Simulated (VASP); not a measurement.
CaH5:

```
Ca H
1.0
     3.16167   -2.99642    0.00000
     3.16167    2.99642    0.00000
    -1.06172    0.00000    4.10599
Ca H
1 5
Direct
  0.73225 0.26775 0.00000
  0.80666 0.97192 0.35229
  0.02808 0.19334 0.64771
  0.19784 0.90612 0.34565
  0.09388 0.80216 0.65435
  0.05398 0.94602 0.00000
```

The cell was generated, and may not be a known phase.

```yaml
Program: VASP 6.6.1
Task: relaxation of cell and atoms
Functional: PBE
Potentials_or_basis: VASP PAW PBE potentials, release 64 (Ca_sv, H)
Cutoff: 600 eV
k_mesh: 4 × 4 × 4
Occupations: gaussian, width 0.1 eV
Spin: no spin polarisation
```

At the start: pressure -5.1 GPa; volume 12.97 Å³/atom.

**Question.** Where does the relaxation end?

**Answer.** Over 38 steps the energy falls by 581.5 meV/atom and the volume is 8.05 Å³/atom (-37.9 %); space group C2 (No. 5, to 0.1 Å) before and after.

Step by step:
```tsv
step	energy change (eV)	largest force (eV/Å)	pressure (GPa)	volume (Å³)
1	0.0000	2.4429	-5.09	77.80
2	-0.8684	1.7198	-6.26	73.18
3	-2.5801	0.6814	-4.08	59.60
4	-2.7301	0.6106	0.11	53.22
5	-2.7424	0.6062	-0.70	54.23
6	-2.9681	0.5543	-0.75	52.71
7	-3.1547	0.3051	0.22	49.71
8	-3.1983	0.2189	0.83	49.56
9	-3.2082	0.2075	1.39	49.44
10	-3.2494	0.1933	0.19	50.82
11	-3.2787	0.1980	-1.54	53.17
12	-3.3164	0.1421	-0.74	52.57
13	-3.3383	0.1860	1.09	51.15
14	-3.3428	0.1447	0.47	51.61
15	-3.3551	0.0873	-0.27	52.07
16	-3.3563	0.0852	-0.59	52.28
17	-3.3635	0.0573	0.12	51.61
18	-3.3638	0.0658	0.33	51.43
19	-3.3689	0.0792	0.16	51.64
20	-3.3832	0.1945	-0.04	52.27
21	-3.3856	0.1990	-0.06	52.34
22	-3.3883	0.2080	-0.05	52.51
23	-3.3920	0.1986	-0.14	52.52
24	-3.4013	0.1706	-0.39	52.56
25	-3.4103	0.1180	-0.84	52.63
26	-3.4169	0.1070	-0.49	52.15
27	-3.4271	0.1444	0.61	50.70
28	-3.4334	0.0979	0.47	50.58
29	-3.4461	0.0883	0.07	50.20
30	-3.4446	0.2946	-0.50	49.39
31	-3.4497	0.1665	-0.21	49.85
32	-3.4557	0.1602	-0.19	49.64
33	-3.4699	0.1459	-0.09	48.97
34	-3.4735	0.1746	0.31	47.48
35	-3.4773	0.1390	0.09	48.24
36	-3.4838	0.0928	0.04	48.26
37	-3.4871	0.0933	0.00	48.29
38	-3.4890	0.0358	-0.08	48.30
```

Final structure:
```xyz
6
Lattice="2.6413 -2.8659 0.0876 2.6413 2.8659 0.0876 -0.8159 0.0000 3.1631" Properties=species:S:1:pos:R:3 pbc="T T T"
Ca    2.6413   -1.2483    0.0876
H     3.5762    0.5933    1.4078
H     0.8905    0.5933    1.9304
H     2.3830    2.0925    1.0892
H     2.0836    2.0925    2.2491
H     2.6413    2.1089    0.0876
```

Caveat: the k points lie up to 0.49 Å⁻¹ apart in the final cell, too coarse for converged energies and pressures of a metal; the volume moved by over 15 % at a fixed basis, so the end points are rough; an odd number of electrons without spin polarisation forces a metal; a magnetic or distorted state may lie lower.
